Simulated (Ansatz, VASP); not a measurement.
## Li2S: VASP beside Ansatz

```xyz
3
Lattice="0.0000 2.8620 2.8620 2.8620 0.0000 2.8620 2.8620 2.8620 0.0000" Properties=species:S:1:pos:R:3 pbc="T T T"
Li    1.4310    1.4310    1.4310
Li    4.2931    4.2931    4.2931
S     0.0000    0.0000    0.0000
```

Alike in both runs: task single point; functional BLYP; k mesh 8 × 8 × 8; occupations gaussian, width 0.05 eV; no spin polarisation.

|  | VASP | Ansatz |
| --- | --- | --- |
| version | VASP 6.6.1 | Ansatz 0.2.0 |
| potentials or method | VASP PAW PBE potentials, release 64 (Li_sv, S), cutoff 750 eV | scalar-relativistic, plane waves, PAW |
| valence electrons in the cell | 12 | 12 |

VASP gave:

```
gap on the k mesh at the Fermi level (eV) : 3.64
least direct gap on the mesh (eV)         : 4.44
pressure (GPa)                            : 0.8
```

**Question.** Which values does Ansatz return?

**Answer.** gap on the k mesh at the Fermi level (eV): 3.64; least direct gap on the mesh (eV): 4.42; pressure (GPa): 0.8.

VASP's potentials were made for PBE, not for BLYP. The functional is the same, so the differences come from potentials, cutoffs and numerics.
